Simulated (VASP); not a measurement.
# NiO (Fm-3m) in VASP: a series of runs

NiO is run at these levels: PBEsol; tasks: single point, relaxation of cell and atoms.

All numbers are computed with VASP 6.6.1; they aren't measurements. Logs are shortened: lines on timing, memory, paths and dates and some standing lists are left out, and cuts for length are marked.

## Step 1: The cell of the first run

It takes space group Fm-3m (No. 225, cubic). Conventional cell: a = 4.120 Å, b = 4.120 Å, c = 4.120 Å, α = 90.00°, β = 90.00°, γ = 90.00°. Within 2.7 Å of Ni (site symmetry m-3m) lie 6 O at 2.06 Å. Within 2.7 Å of O (site symmetry m-3m) lie 6 Ni at 2.06 Å.

## Step 2: Single point, PBEsol, collinear spin, ferromagnetic start

INCAR

```
  PREC = Accurate
  ENCUT = 600
  EDIFF = 1E-6
  ISMEAR = -1
  SIGMA = 0.01
  LREAL = F
  LASPH = T
  NELM = 200
  ALGO = Normal
  ISIF = 2
  LWAVE = F
  LCHARG = T
  ISPIN = 2
  MAGMOM = 2 0
  LORBIT = 11
  LMAXMIX = 4
  GGA = PS
  LELF = T
  LVHAR = T
  NBANDS = 19
  GGA_COMPAT = F
```

KPOINTS

```
Automatic mesh
0
Gamma
  10 10 10
```

POSCAR

```
NiO
1.0
    0.0000000000      2.0599444160      2.0599444160
    2.0599444160      0.0000000000      2.0599444160
    2.0599444160      2.0599444160      0.0000000000
Ni O
1 1
Direct
    0.0000000000      0.0000000000      0.0000000000
    0.5000000000      0.5000000000      0.5000000000
```

Potentials or basis: VASP PAW PBE potentials, release 64 (Ni, O).

Run with:

```bash
> cat potpaw_PBE.64/Ni/POTCAR potpaw_PBE.64/O/POTCAR > POTCAR
> mpirun -np 1 vasp_std > vasp.out
```

OUTCAR:

```text
PREC = Accurate
   ENCUT = 600
   EDIFF = 1E-6
   ISMEAR = -1
   LREAL = F
   LASPH = T
   NELM = 200
   ISIF = 2
   ISPIN = 2
   LORBIT = 11
   GGA = PS

 ion  position               nearest neighbor table
   1  0.000  0.000  0.000-   2 2.06   2 2.06   2 2.06   2 2.06   2 2.06   2 2.06
   2  0.500  0.500  0.500-   1 2.06   1 2.06   1 2.06   1 2.06   1 2.06   1 2.06

  LATTYP: Found a face centered cubic cell.
 ALAT       =     4.1198888320

  Lattice vectors:

 A1 = (   0.0000000000,   2.0599444160,   2.0599444160)
 A2 = (   2.0599444160,   0.0000000000,   2.0599444160)
 A3 = (   2.0599444160,   2.0599444160,   0.0000000000)

Analysis of symmetry for initial positions (statically):
=====================================================================
 Subroutine PRICEL returns:
 Original cell was already a primitive cell.

 Routine SETGRP: Setting up the symmetry group for a
 face centered cubic supercell.

 Subroutine GETGRP returns: Found 48 space group operations
 (whereof 48 operations were pure point group operations)
 out of a pool of 48 trial point group operations.

The static configuration has the point symmetry O_h .

Analysis of symmetry for dynamics (positions and initial velocities):
=====================================================================
 Subroutine PRICEL returns:
 Original cell was already a primitive cell.

 Routine SETGRP: Setting up the symmetry group for a
 face centered cubic supercell.

 Subroutine GETGRP returns: Found 48 space group operations
 (whereof 48 operations were pure point group operations)
 out of a pool of 48 trial point group operations.

The dynamic configuration has the point symmetry O_h .

Analysis of structural, dynamic, and magnetic symmetry:
=====================================================================
 Subroutine PRICEL returns:
 Original cell was already a primitive cell.

 Routine SETGRP: Setting up the symmetry group for a
 face centered cubic supercell.

 Subroutine GETGRP returns: Found 48 space group operations
 (whereof 48 operations were pure point group operations)
 out of a pool of 48 trial point group operations.

The overall configuration has the point symmetry O_h .

 Subroutine INISYM returns: Found 48 space group operations
 (whereof 48 operations are pure point group operations),
[... 106 lines left out ...]
   PSTRESS=    0.0 pullay stress
   NELECT =      16.0000    total number of electrons
   NUPDOWN=      -1.0000    fix difference up-down
   EMIN   =  10.00;   EMAX   =-10.00  energy-range for DOS
   EFERMI =   0.00;   METHOD = LEGACY
   ISMEAR =    -1;   SIGMA  =   0.01  broadening in eV -4-tet -1-fermi 0-gaus
   EFERMI_NEDOS =   21; number of points for ismear=-14 and -15
   IALGO  =     38    algorithm
   IMIX   =      4    mixing-type and parameters
     AMIX     =   0.40;   BMIX     =  1.00
     AMIX_MAG =   1.60;   BMIX_MAG =  1.00
  volume/ion in A,a.u.               =       8.74        58.99
  Fermi-wavevector in a.u.,A,eV,Ry     =   1.589459  3.003642 34.373485  2.526380
  Thomas-Fermi vector in A             =   2.688305
   LORBIT       =     11    0 simple, 1 ext, 2 COOP (PROOUT), +10 PAW based schemes
   GGA     = PS    functional components
   LHFCALC =     F    Hartree Fock is set to
   AEXX    =    0.0000 exact exchange contribution
   IVDW    =     0    specifies the selected vdW correction
   LEPSILON=     F    determine dielectric tensor
   LRPA    =     F    only Hartree local field effects (RPA)
 spin polarized calculation
  energy-cutoff  :      600.00
  volume of cell :       17.48
 maximum number of plane-waves:       596
   NGX = 11   NGY = 11   NGZ = 11

 number of electron      15.9999988 magnetization       1.2830587

 Free energy of the ion-electron system (eV)
  ---------------------------------------------------
  ext. energy  EPLUGINS =         0.00000000
  ---------------------------------------------------
  free energy    TOTEN  =       -12.39909863 eV

  energy without entropy =      -12.39843556  energy(sigma->0) =      -12.39876709

 E-fermi :   8.3967     XC(G=0): -13.1843

 val. band max:        8.3727479866   @ k =  -0.4000   0.1000   0.0000
 cond. band min:       8.4000786353   @ k =  -0.4000   0.4000   0.1000
 fundamental gap:      0.0273306486
 Fermi energy:         8.3966980785

 spin component 1

 k-point     1 :       0.0000    0.0000    0.0000
  band No.  band energies     occupation
      1     -12.4563      1.00000
      2       5.0611      1.00000
      3       5.0611      1.00000
      4       5.0611      1.00000
      5       5.6290      1.00000
      6       5.6290      1.00000
[... 517 lines left out ...]
     18      40.9676      0.00000
     19      41.3111      0.00000

 [... further k-points ...]

 spin component 2

 k-point     1 :       0.0000    0.0000    0.0000
  band No.  band energies     occupation
      1     -12.1513      1.00000
      2       5.4221      1.00000
      3       5.4221      1.00000
      4       5.4221      1.00000
      5       6.5201      1.00000
      6       6.5201      1.00000
[... 517 lines left out ...]
     18      41.2040      0.00000
     19      41.5489      0.00000

 [... further k-points ...]
[... 5 lines left out ...]
  --------------------------------------------------------------------------------------
  -------------------------------------------------------------------------------------
  Total       -0.0704989     -0.0704989     -0.0704989      0.0000000     -0.0000000      0.0000000
  in kB       -6.4609472     -6.4609472     -6.4609472      0.0000000     -0.0000000      0.0000000
  external PRESSURE =      -6.4609472 kB  Pullay stress =       0.0000000 kB

 VOLUME and BASIS-vectors are now :
 -----------------------------------------------------------------------------
  energy-cutoff  :      600.00
  volume of cell :       17.48
      direct lattice vectors                 reciprocal lattice vectors
     0.000000000  2.059944416  2.059944416    -0.242724996  0.242724996  0.242724996
     2.059944416  0.000000000  2.059944416     0.242724996 -0.242724996  0.242724996
     2.059944416  2.059944416  0.000000000     0.242724996  0.242724996 -0.242724996

 POSITION                                       TOTAL-FORCE (eV/Angst)
 -----------------------------------------------------------------------------------
      0.00000      0.00000      0.00000         0.000000     -0.000000      0.000000
      2.05994      2.05994      2.05994         0.000000      0.000000      0.000000
 -----------------------------------------------------------------------------------
    total drift:                                0.000000     -0.000000     -0.000000

  FREE ENERGIE OF THE ION-ELECTRON SYSTEM (eV)
  ---------------------------------------------------
  free  energy   TOTEN  =       -12.3990986313 eV

  energy  without entropy=      -12.3984355574  energy(sigma->0) =      -12.39876709

 total charge

# of ion       s       p       d       tot
------------------------------------------
    1        0.348   0.437   8.325   9.109
    2        1.553   3.396   0.000   4.949
--------------------------------------------------
tot          1.901   3.833   8.325  14.059

 magnetization (x)

# of ion       s       p       d       tot
------------------------------------------
    1        0.010   0.014   1.046   1.070
    2        0.024   0.158   0.000   0.182
--------------------------------------------------
tot          0.034   0.172   1.046   1.252
```

It took 35 s on 1 thread of Intel Xeon 6975P-C (Granite Rapids), shared host; peak memory 0.16 GiB.

What came out:

```
Free energy                                           : -12.3991 eV
Pressure                                              : -0.6 GPa
Net moment                                            : 1.28 μB per cell
Site moments                                          : Ni +1.07; O +0.18 μB
Valence electrons inside the program's atomic spheres : Ni 9.11; O 4.95
```

Levels at points of the mesh, in eV from the Fermi level:
Spin up:
```tsv
k point	band 5	band 6	band 7	band 8	band 9	band 10	band 11	band 12	band 13	band 14
(0.00, 0.00, 0.00)	-2.77	-2.77	-2.54	-2.54	-2.54	1.64	17.69	19.08	19.08	19.08
(0.50, 0.00, 0.00)	-1.72	-1.72	-1.23	0.59	0.59	5.48	10.22	14.11	14.11	21.69
(0.50, 0.50, 0.00)	-3.55	-2.38	-1.74	-1.40	-1.40	6.31	10.61	12.26	16.90	16.90
```
Spin down:
```
           k point  band 3  band 4  band 5  band 6  band 7  band 8  band 9  band 10  band 11  band 12
(0.00, 0.00, 0.00)   -2.97   -2.97   -1.88   -1.88   -1.88   -1.05   -1.05     1.90    17.67    19.28
(0.50, 0.00, 0.00)   -5.40   -5.40   -0.92   -0.92   -0.53    1.95    1.95     5.61    10.60    14.33
(0.50, 0.50, 0.00)   -4.37   -4.37   -2.98   -0.66   -0.66   -0.60    0.03     6.64    10.88    12.51
```

Caveat: the PAW data sets were made with another functional, which shifts forces and pressure a little; a cell with one magnetic atom can't hold antiferromagnetic order, which such compounds often take; semilocal functionals often make such compounds metallic where correlation or magnetic order opens a gap, which also shifts bond lengths.

[end of part 1 of 2]
